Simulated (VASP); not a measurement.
# C (Fd-3m) in VASP: single point with PBE

Aim: the single point of C with PBE.

Program: VASP 6.6.1. These are calculated values, not measurements. Logs are shortened: lines on timing, memory, paths and dates and some standing lists are left out, and cuts for length are marked.

## Step 1: The cell of the first run

Symmetry: Fd-3m, No. 227, cubic system. Conventional cell: a = 3.572 Å, b = 3.572 Å, c = 3.572 Å, α = 90.00°, β = 90.00°, γ = 90.00°. Within 2.1 Å of C (site symmetry -43m) lie 4 C at 1.55 Å.

## Step 2: Single point, PBE

The input, INCAR:

```
SYSTEM = C
PREC     = Accurate       ! precision mode
ENCUT    = 600            ! plane-wave cutoff, eV
EDIFF    = 1E-6           ! SCF threshold, eV
ISMEAR   = 0              ! smearing method
SIGMA    = 0.02           ! smearing width, eV
LREAL    = .FALSE.        ! projectors in reciprocal space
LASPH    = .TRUE.         ! aspherical terms in the spheres
NELM     = 120            ! most SCF steps
ALGO     = Normal         ! electronic algorithm
ISIF     = 2              ! what is computed and relaxed
LWAVE    = .FALSE.        ! write WAVECAR
LCHARG   = .FALSE.        ! write CHGCAR
GGA      = PE             ! functional
NBANDS   = 11             ! bands
GGA_COMPAT= .FALSE.
```

The input, KPOINTS:

```
regular mesh
0
G
  12 12 12
  0 0 0
```

The input, POSCAR:

```
C
1.0
    0.0000000000      1.7858130321      1.7858130321
    1.7858130321      0.0000000000      1.7858130321
    1.7858130321      1.7858130321      0.0000000000
C
2
Direct
    0.0000000000      0.0000000000      0.0000000000
    0.2500000000      0.2500000000      0.2500000000
```

Potentials or basis: VASP PAW PBE potentials, release 64 (C).

Command:

```
> cat potpaw_PBE.64/C/POTCAR > POTCAR
> mpirun -np 1 vasp_std > vasp.out
```

OUTCAR:

```text
SYSTEM = C
   PREC = Accurate
   ENCUT = 600
   EDIFF = 1E-6
   ISMEAR = 0
   LREAL = .FALSE.
   LASPH = .TRUE.
   NELM = 120
   ISIF = 2
   GGA = PE

 ion  position               nearest neighbor table
   1  0.000  0.000  0.000-   2 1.55   2 1.55   2 1.55   2 1.55
   2  0.250  0.250  0.250-   1 1.55   1 1.55   1 1.55   1 1.55

  LATTYP: Found a face centered cubic cell.
 ALAT       =     3.5716260642

  Lattice vectors:

 A1 = (   0.0000000000,   1.7858130321,   1.7858130321)
 A2 = (   1.7858130321,   0.0000000000,   1.7858130321)
 A3 = (   1.7858130321,   1.7858130321,   0.0000000000)

Analysis of symmetry for initial positions (statically):
=====================================================================
 Subroutine PRICEL returns:
 Original cell was already a primitive cell.

 Routine SETGRP: Setting up the symmetry group for a
 face centered cubic supercell.

 Subroutine GETGRP returns: Found 48 space group operations
 (whereof 24 operations were pure point group operations)
 out of a pool of 48 trial point group operations.

The static configuration has the point symmetry T_d .
 The point group associated with its full space group is O_h .

Analysis of symmetry for dynamics (positions and initial velocities):
=====================================================================
 Subroutine PRICEL returns:
 Original cell was already a primitive cell.

 Routine SETGRP: Setting up the symmetry group for a
 face centered cubic supercell.

 Subroutine GETGRP returns: Found 48 space group operations
 (whereof 24 operations were pure point group operations)
 out of a pool of 48 trial point group operations.

The dynamic configuration has the point symmetry T_d .
 The point group associated with its full space group is O_h .

 Subroutine INISYM returns: Found 48 space group operations
 (whereof 24 operations are pure point group operations),
 and found     1 'primitive' translations

----------------------------------------------------------------------------------------

                                     Primitive cell

  volume of cell :      11.3904

  direct lattice vectors                    reciprocal lattice vectors
     0.000000000  1.785813032  1.785813032    -0.279984517  0.279984517  0.279984517
     1.785813032  0.000000000  1.785813032     0.279984517 -0.279984517  0.279984517
     1.785813032  1.785813032  0.000000000     0.279984517  0.279984517 -0.279984517

  length of vectors
     2.525521010  2.525521010  2.525521010     0.484947410  0.484947410  0.484947410

  position of ions in fractional coordinates (direct lattice)
     0.000000000  0.000000000  0.000000000
     0.250000000  0.250000000  0.250000000

  ion indices of the primitive-cell ions
   primitive index   ion index
                 1           1
                 2           2

----------------------------------------------------------------------------------------

 KPOINTS: regular mesh

Automatic generation of k-mesh.
 Grid dimensions read from file:
 generate k-points for:   12   12   12

 Generating k-lattice:

  Cartesian coordinates                     Fractional coordinates (reciprocal lattice)
    -0.023332043  0.023332043  0.023332043     0.083333333  0.000000000  0.000000000
     0.023332043 -0.023332043  0.023332043     0.000000000  0.083333333  0.000000000
     0.023332043  0.023332043 -0.023332043     0.000000000  0.000000000  0.083333333

  Length of vectors
     0.040412284  0.040412284  0.040412284

  Shift w.r.t. Gamma in fractional coordinates (k-lattice)
     0.000000000  0.000000000  0.000000000

 Subroutine IBZKPT returns following result:
 ===========================================

 Found     72 irreducible k-points:

 Following reciprocal coordinates:
            Coordinates               Weight
  0.000000  0.000000  0.000000      1.000000
  0.083333  0.000000  0.000000      8.000000
  0.166667  0.000000  0.000000      8.000000
  0.250000  0.000000  0.000000      8.000000
  0.333333  0.000000  0.000000      8.000000
  0.416667  0.000000  0.000000      8.000000
[... 16 lines left out ...]
  0.500000  0.166667  0.000000     24.000000
 -0.416667  0.166667  0.000000     24.000000
 [... further k-points ...]
   k-points           NKPTS =     72   k-points in BZ     NKDIM =     72   number of bands    NBANDS=     11
   number of dos      NEDOS =    301   number of ions     NIONS =      2
   total plane-waves  NPLWV =   8000
   dimension x,y,z NGX =    20 NGY =   20 NGZ =   20
   dimension x,y,z NGXF=    40 NGYF=   40 NGZF=   40
   ions per type =               2
   NGX,Y,Z   is equivalent  to a cutoff of  13.17, 13.17, 13.17 a.u.
   NGXF,Y,Z  is equivalent  to a cutoff of  26.33, 26.33, 26.33 a.u.
 SYSTEM =  C
   PREC   = accura    normal or accurate (medium, high low for compatibility)
   ISTART =      0    job   : 0-new  1-cont  2-samecut
   ICHARG =      2    charge: 1-file 2-atom 10-const
   ISPIN  =      1    spin polarized calculation?
   LNONCOLLINEAR =      F non collinear calculations
   LSORBIT =      F    spin-orbit coupling
   LASPH  =      T    aspherical Exc in radial PAW
   ENCUT  =  600.0 eV  44.10 Ry    6.64 a.u.   5.04  5.04  5.04*2*pi/ulx,y,z
   NELM   =    120;   NELMIN=  2; NELMDL= -5     # of ELM steps
   EDIFF  = 0.1E-05   stopping-criterion for ELM
   LREAL  =      F    real-space projection
   EDIFFG = 0.1E-04   stopping-criterion for IOM
   NSW    =      0    number of steps for IOM
   IBRION =     -1    ionic relax: 0-MD 1-quasi-New 2-CG
   NFREE  =      0    steps in history (QN), initial steepest desc. (CG)
   ISIF   =      2    stress and relaxation
   ISYM   =      2    0-nonsym 1-usesym 2-fastsym
   POTIM  = 0.5000    time-step for ionic-motion
   TEBEG  =    0.0;   TEEND  =   0.0 temperature during run
   PSTRESS=    0.0 pullay stress
   NELECT =       8.0000    total number of electrons
   NUPDOWN=      -1.0000    fix difference up-down
   EMIN   =  10.00;   EMAX   =-10.00  energy-range for DOS
   EFERMI =   0.00;   METHOD = LEGACY
   ISMEAR =     0;   SIGMA  =   0.02  broadening in eV -4-tet -1-fermi 0-gaus
   EFERMI_NEDOS =   21; number of points for ismear=-14 and -15
   IALGO  =     38    algorithm
   IMIX   =      4    mixing-type and parameters
     AMIX     =   0.40;   BMIX     =  1.00
     AMIX_MAG =   1.60;   BMIX_MAG =  1.00
  volume/ion in A,a.u.               =       5.70        38.43
  Fermi-wavevector in a.u.,A,eV,Ry     =   1.455209  2.749947 28.812167  2.117635
  Thomas-Fermi vector in A             =   2.572271
   LORBIT       =      0    0 simple, 1 ext, 2 COOP (PROOUT), +10 PAW based schemes
   GGA     = PE    functional components
   LHFCALC =     F    Hartree Fock is set to
   AEXX    =    0.0000 exact exchange contribution
   IVDW    =     0    specifies the selected vdW correction
   LEPSILON=     F    determine dielectric tensor
   LRPA    =     F    only Hartree local field effects (RPA)
 non-spin polarized calculation
 Gauss-broadening in eV      SIGMA  =   0.02
  energy-cutoff  :      600.00
  volume of cell :       11.39
 maximum number of plane-waves:       392
   NGX =  9   NGY =  9   NGZ =  9

 number of electron       7.9999999 magnetization

 Free energy of the ion-electron system (eV)
  ---------------------------------------------------
  ext. energy  EPLUGINS =         0.00000000
  ---------------------------------------------------
  free energy    TOTEN  =       -18.19049240 eV

  energy without entropy =      -18.19049240  energy(sigma->0) =      -18.19049240

 E-fermi :   9.7724     XC(G=0): -13.2301

 val. band max:        9.6691912671   @ k =   0.0000   0.0000   0.0000
 cond. band min:      13.8133493965   @ k =   0.3333   0.3333   0.0000
 fundamental gap:      4.1441581293
 Fermi energy:         9.7724275997

 k-point     1 :       0.0000    0.0000    0.0000
  band No.  band energies     occupation
      1     -11.7521      2.00000
      2       9.6692      2.00000
      3       9.6692      2.00000
      4       9.6692      2.00000
      5      15.2481      0.00000
      6      15.2481      0.00000
      7      15.2481      0.00000
      8      22.9065      0.00000
      9      28.9118      0.00000
     10      36.1603      0.00000
     11      36.1603      0.00000

 k-point     2 :       0.0833    0.0000    0.0000
  band No.  band energies     occupation
      1     -11.5606      2.00000
      2       8.4471      2.00000
      3       9.3479      2.00000
      4       9.3479      2.00000
      5      15.6689      0.00000
      6      15.6689      0.00000
      7      15.9577      0.00000
      8      23.0741      0.00000
      9      29.2313      0.00000
     10      34.0425      0.00000
     11      34.0425      0.00000

 k-point     3 :       0.1667    0.0000    0.0000
  band No.  band energies     occupation
      1     -10.9876      2.00000
      2       5.9245      2.00000
      3       8.6504      2.00000
      4       8.6504      2.00000
      5      16.5841      0.00000
      6      16.5841      0.00000
      7      17.0365      0.00000
      8      23.5576      0.00000
      9      29.8998      0.00000
     10      32.4512      0.00000
     11      32.4512      0.00000
[... 267 lines left out ...]
 k-point    23 :       0.5000    0.1667    0.0000
  band No.  band energies     occupation
      1      -6.0195      2.00000
      2      -2.3065      2.00000
      3       4.6967      2.00000
      4       5.7191      2.00000
      5      16.7521      0.00000
      6      20.3607      0.00000
      7      20.8427      0.00000
      8      23.9136      0.00000
      9      29.7573      0.00000
     10      33.4053      0.00000
     11      36.2022      0.00000

 k-point    24 :      -0.4167    0.1667    0.0000
  band No.  band energies     occupation
      1      -5.5930      2.00000
      2      -2.8188      2.00000
      3       4.2124      2.00000
      4       6.0957      2.00000
      5      17.1879      0.00000
      6      19.8726      0.00000
      7      20.8207      0.00000
      8      25.0580      0.00000
      9      29.0670      0.00000
     10      33.8099      0.00000
     11      34.1576      0.00000

 [... further k-points ...]

------------------------ aborting loop because EDIFF is reached ----------------------------------------

  FORCE on cell =-STRESS in cart. coord.  units (eV):
  Direction    XX          YY          ZZ          XY          YZ          ZX
  --------------------------------------------------------------------------------------
  -------------------------------------------------------------------------------------
  Total       -0.0016055     -0.0016055     -0.0016055     -0.0000000      0.0000000     -0.0000000
  in kB       -0.2258343     -0.2258343     -0.2258343     -0.0000000      0.0000000     -0.0000000
  external PRESSURE =      -0.2258343 kB  Pullay stress =       0.0000000 kB

 VOLUME and BASIS-vectors are now :
 -----------------------------------------------------------------------------
  energy-cutoff  :      600.00
  volume of cell :       11.39
      direct lattice vectors                 reciprocal lattice vectors
     0.000000000  1.785813032  1.785813032    -0.279984517  0.279984517  0.279984517
     1.785813032  0.000000000  1.785813032     0.279984517 -0.279984517  0.279984517
     1.785813032  1.785813032  0.000000000     0.279984517  0.279984517 -0.279984517

 POSITION                                       TOTAL-FORCE (eV/Angst)
 -----------------------------------------------------------------------------------
      0.00000      0.00000      0.00000        -0.000000     -0.000000     -0.000000
      0.89291      0.89291      0.89291         0.000000      0.000000      0.000000
 -----------------------------------------------------------------------------------
    total drift:                                0.000000      0.000000      0.000000

  FREE ENERGIE OF THE ION-ELECTRON SYSTEM (eV)
  ---------------------------------------------------
  free  energy   TOTEN  =       -18.1904924005 eV

  energy  without entropy=      -18.1904924005  energy(sigma->0) =      -18.19049240
```

Run time: 6 s. Hardware: 1 thread of Intel Xeon Platinum 8375C at 2.90GHz (Ice Lake), shared host; peak memory 0.12 GiB.

Results:

* Free energy: -18.1905 eV
* Pressure: 0.0 GPa
* Band gap on the k mesh: 4.14 eV, indirect (least direct gap 5.58 eV)

A k mesh can miss the band edges. Expect the measured gap to be larger: semilocal functionals such as PBE lack the derivative discontinuity.
